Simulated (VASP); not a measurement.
# WSe2 in VASP: single point with PBE

Aim: the single point of WSe2 with PBE.

Program: VASP 6.6.1. These are calculated values, not measurements. Logs are shortened: lines on timing, memory, paths and dates and some standing lists are left out, and cuts for length are marked.

## (1) The cell of the first run

The cell holds a slab with vacuum, 12 atoms: a = 3.321 Å, b = 3.321 Å, c = 38.770 Å, α = 90.00°, β = 90.00°, γ = 120.00°.

## (2) Single point, PBE

Input file INCAR:

```
SYSTEM = WSe2
PREC     = Accurate       ! precision mode
ENCUT    = 520            ! plane-wave cutoff, eV
EDIFF    = 1E-6           ! SCF threshold, eV
ISMEAR   = 0              ! smearing method
SIGMA    = 0.05           ! smearing width, eV
LREAL    = .FALSE.        ! projectors in reciprocal space
LASPH    = .TRUE.         ! aspherical terms in the spheres
NELM     = 100            ! most SCF steps
ALGO     = Normal         ! electronic algorithm
ISIF     = 2              ! what is computed and relaxed
LWAVE    = .FALSE.        ! write WAVECAR
LCHARG   = .TRUE.         ! write CHGCAR
GGA      = PE             ! functional
LVHAR    = .TRUE.       
NBANDS   = 64             ! bands
KPAR     = 4
```

Input file KPOINTS:

```
Automatic mesh
0
G
  12 12 1
  0 0 0
```

Input file POSCAR:

```
WSe2
1.0
    3.3206779314      0.0000000000      0.0000000000
   -1.6603389657      2.8757914463      0.0000000000
    0.0000000000      0.0000000000     38.7701078913
W Se
4 8
Direct
    0.6666666667      0.3333333333      0.9017078408
    0.6666666667      0.3333333333      0.2946354236
    0.3333333333      0.6666666667      0.7053645764
    0.3333333333      0.6666666667      0.0982921592
    0.2940867049      0.6470433525      0.9424474187
    0.2940867049      0.6470433525      0.3353701133
    0.6274200383      0.3137100191      0.7461048512
    0.6274200383      0.3137100191      0.1390317979
    0.2940867049      0.6470433525      0.8558714855
    0.2940867049      0.6470433525      0.2487984322
    0.6274200383      0.3137100191      0.6595331701
    0.6274200383      0.3137100191      0.0524558647
```

Potentials or basis: VASP PAW PBE potentials, release 64 (W_sv, Se).

Launch:

```sh
> cat potpaw_PBE.64/W_sv/POTCAR potpaw_PBE.64/Se/POTCAR > POTCAR
> mpirun -np 4 vasp_std > vasp.out
```

OUTCAR:

```text
SYSTEM = WSe2
   PREC = Accurate
   ENCUT = 520
   EDIFF = 1E-6
   ISMEAR = 0
   LREAL = .FALSE.
   LASPH = .TRUE.
   NELM = 100
   ISIF = 2
   GGA = PE

 ion  position               nearest neighbor table
   1  0.667  0.333  0.902-   5 2.40   5 2.53   5 2.53   9 2.53   9 2.66   9 2.66
   2  0.667  0.333  0.295-   6 2.40   6 2.53   6 2.53  10 2.53  10 2.66  10 2.66
   3  0.333  0.667  0.705-   7 2.44   7 2.44   7 2.57  11 2.57  11 2.57  11 2.70
   4  0.333  0.667  0.098-   8 2.44   8 2.44   8 2.57  12 2.57  12 2.57  12 2.70
   5  0.294  0.647  0.942-   1 2.40   1 2.53   1 2.53
   6  0.294  0.647  0.335-   2 2.40   2 2.53   2 2.53
   7  0.627  0.314  0.746-   3 2.44   3 2.44   3 2.57
   8  0.627  0.314  0.139-   4 2.44   4 2.44   4 2.57
   9  0.294  0.647  0.856-   1 2.53   1 2.66   1 2.66
  10  0.294  0.647  0.249-   2 2.53   2 2.66   2 2.66
  11  0.627  0.314  0.660-   3 2.57   3 2.57   3 2.70
  12  0.627  0.314  0.052-   4 2.57   4 2.57   4 2.70

  LATTYP: Found a hexagonal cell.
 ALAT       =     3.3206779314
 C/A-ratio  =    11.6753592767

  Lattice vectors:

 A1 = (   3.3206779314,   0.0000000000,   0.0000000000)
 A2 = (  -1.6603389657,   2.8757914463,   0.0000000000)
 A3 = (   0.0000000000,   0.0000000000,  38.7701078913)

Analysis of symmetry for initial positions (statically):
=====================================================================
 Subroutine PRICEL returns:
 Original cell was already a primitive cell.

 Routine SETGRP: Setting up the symmetry group for a
 hexagonal supercell.

 Subroutine GETGRP returns: Found  2 space group operations
 (whereof  2 operations were pure point group operations)
 out of a pool of 24 trial point group operations.

The static configuration has the point symmetry C_1h.

Analysis of symmetry for dynamics (positions and initial velocities):
=====================================================================
 Subroutine PRICEL returns:
 Original cell was already a primitive cell.

 Routine SETGRP: Setting up the symmetry group for a
 hexagonal supercell.

 Subroutine GETGRP returns: Found  2 space group operations
 (whereof  2 operations were pure point group operations)
 out of a pool of 24 trial point group operations.

The dynamic configuration has the point symmetry C_1h.

 Subroutine INISYM returns: Found  2 space group operations
 (whereof  2 operations are pure point group operations),
 and found     1 'primitive' translations

[... 125 lines left out ...]
   NELECT =     104.0000    total number of electrons
   NUPDOWN=      -1.0000    fix difference up-down
   EMIN   =  10.00;   EMAX   =-10.00  energy-range for DOS
   EFERMI =   0.00;   METHOD = LEGACY
   ISMEAR =     0;   SIGMA  =   0.05  broadening in eV -4-tet -1-fermi 0-gaus
   EFERMI_NEDOS =   21; number of points for ismear=-14 and -15
   IALGO  =     38    algorithm
   IMIX   =      4    mixing-type and parameters
     AMIX     =   0.40;   BMIX     =  1.00
     AMIX_MAG =   1.60;   BMIX_MAG =  1.00
  volume/ion in A,a.u.               =      30.85       208.21
  Fermi-wavevector in a.u.,A,eV,Ry     =   1.072158  2.026085 15.640214  1.149523
  Thomas-Fermi vector in A             =   2.207920
   LORBIT       =      0    0 simple, 1 ext, 2 COOP (PROOUT), +10 PAW based schemes
   GGA     = PE    functional components
   LHFCALC =     F    Hartree Fock is set to
   AEXX    =    0.0000 exact exchange contribution
   IVDW    =     0    specifies the selected vdW correction
   LEPSILON=     F    determine dielectric tensor
   LRPA    =     F    only Hartree local field effects (RPA)
 non-spin polarized calculation
 Gauss-broadening in eV      SIGMA  =   0.05
  energy-cutoff  :      520.00
  volume of cell :      370.24
 maximum number of plane-waves:     10020
 NGX is ok and might be reduce to    28
   NGX = 13   NGY = 13   NGZ =145

 number of electron     104.0000000 magnetization

 Free energy of the ion-electron system (eV)
  ---------------------------------------------------
  ext. energy  EPLUGINS =         0.00000000
  ---------------------------------------------------
  free energy    TOTEN  =       -85.50158477 eV

  energy without entropy =      -85.50158477  energy(sigma->0) =      -85.50158477

 E-fermi :   2.6401     XC(G=0):  -7.6680

 val. band max:        2.2649191966   @ k =   0.3333   0.3333   0.0000
 cond. band min:       3.5138483554   @ k =   0.1667   0.1667   0.0000
 fundamental gap:      1.2489291588
 Fermi energy:         2.6401204197

 k-point     1 :       0.0000    0.0000    0.0000
  band No.  band energies     occupation
      1     -72.0293      2.00000
      2     -71.9453      2.00000
      3     -71.8682      2.00000
      4     -71.7834      2.00000
      5     -36.2622      2.00000
      6     -36.1811      2.00000
[... 1597 lines left out ...]
     63       5.5364      0.00000
     64       5.7116      0.00000

 [... further k-points ...]

------------------------ aborting loop because EDIFF is reached ----------------------------------------

  FORCE on cell =-STRESS in cart. coord.  units (eV):
  Direction    XX          YY          ZZ          XY          YZ          ZX
  --------------------------------------------------------------------------------------
  -------------------------------------------------------------------------------------
  Total        2.3156895      2.3709357      3.3929214     -0.0478446      1.0794001      1.8695738
  in kB       10.0209699     10.2600437     14.6826089     -0.2070440      4.6710215      8.0904382
  external PRESSURE =      11.6545409 kB  Pullay stress =       0.0000000 kB

 VOLUME and BASIS-vectors are now :
 -----------------------------------------------------------------------------
  energy-cutoff  :      520.00
  volume of cell :      370.24
      direct lattice vectors                 reciprocal lattice vectors
     3.320677931  0.000000000  0.000000000     0.301143327  0.173865181  0.000000000
    -1.660338966  2.875791446  0.000000000     0.000000000  0.347730362  0.000000000
     0.000000000  0.000000000 38.770107891     0.000000000  0.000000000  0.025793067

 POSITION                                       TOTAL-FORCE (eV/Angst)
 -----------------------------------------------------------------------------------
      1.66034      0.95860     34.95931        -1.825822     -1.054139     -2.803810
      1.66034      0.95860     11.42305        -1.827332     -1.055010     -2.806873
     -0.00000      1.91719     27.34706        -1.703148     -0.983313     -2.793550
     -0.00000      1.91719      3.81080        -1.702123     -0.982721     -2.791666
     -0.09774      1.86076     36.53879         1.126578      0.650430      1.747916
     -0.09774      1.86076     13.00234         1.127761      0.651113      1.750624
      1.56259      0.90216     28.92657         1.020014      0.588905      1.727627
      1.56259      0.90216      5.39028         1.019853      0.588812      1.727670
     -0.09774      1.86076     33.18223         0.699205      0.403686      1.055956
     -0.09774      1.86076      9.64594         0.699492      0.403852      1.056467
      1.56259      0.90216     25.57017         0.683209      0.394451      1.065687
      1.56259      0.90216      2.03372         0.682313      0.393934      1.063953
 -----------------------------------------------------------------------------------
    total drift:                                0.000015      0.000008      0.000006

  FREE ENERGIE OF THE ION-ELECTRON SYSTEM (eV)
  ---------------------------------------------------
  free  energy   TOTEN  =       -85.5015847705 eV

  energy  without entropy=      -85.5015847705  energy(sigma->0) =      -85.50158477
```

stdout:

```text
POSCAR found type information on POSCAR W Se
 POSCAR found :  2 types and      12 ions
 scaLAPACK will be used
 LDA part: xc-table for (Slater+PW92), standard interpolation
 POSCAR, INCAR and KPOINTS ok, starting setup
 FFT: planning ... GRIDC
 FFT: planning ... GRID_SOFT
 FFT: planning ... GRID
 WAVECAR not read
 entering main loop
```

It took 17 min on 4 MPI ranks of Oxide Virtual Turin-like, shared host; peak memory 1 GiB.

Results:

```
Free energy            : -85.5016 eV
Largest force          : 3.512 eV/Å
Band gap on the k mesh : 1.25 eV (least direct gap 1.29 eV)
```

Forces in eV/Å, atoms in the order of the input:
```
W   -1.826 -1.054 -2.804
W   -1.827 -1.055 -2.807
W   -1.703 -0.983 -2.794
W   -1.702 -0.983 -2.792
Se   1.127  0.650  1.748
Se   1.128  0.651  1.751
Se   1.020  0.589  1.728
Se   1.020  0.589  1.728
Se   0.699  0.404  1.056
Se   0.699  0.404  1.056
Se   0.683  0.394  1.066
Se   0.682  0.394  1.064
```

Caveat: the cell differs from its parent crystal (all Se atoms moved +0.150 Å, as atom 5 towards its neighbour atom 1 (W) at 2.548 Å); there is no dipole correction, which matters where the two faces differ; spin-orbit coupling is left out, which moves the levels of the heavy elements.
